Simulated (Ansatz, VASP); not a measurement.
## MgO in VASP and in Ansatz

```
Mg O
1.0
     0.00000    1.97501    1.97501
     1.97501    0.00000    1.97501
     1.97501    1.97501    0.00000
Mg O
1 1
Direct
  0.00000 0.00000 0.00000
  0.50000 0.50000 0.50000
```

Alike in both runs: task single point; functional PBE; k mesh 10 × 10 × 10; occupations gaussian, width 0.05 eV; no spin polarisation.

|  | VASP | Ansatz |
| --- | --- | --- |
| version | VASP 6.6.1 | Ansatz 0.2.0 |
| potentials or method | VASP PAW PBE potentials, release 64 (Mg, O), cutoff 520 eV | scalar-relativistic, plane waves, PAW |
| valence electrons in the cell | 8 | 16 |

```csv
,VASP,Ansatz,Ansatz less VASP
gap on the k mesh at the Fermi level (eV),6.84,6.85,+0.005
least direct gap on the mesh (eV),6.84,6.85,+0.005
```

The functional is the same, so the differences come from potentials, cutoffs and numerics. VASP's potentials hold 8 valence electrons a cell and Ansatz's 16, so a difference there can come from the potentials and not from the codes.
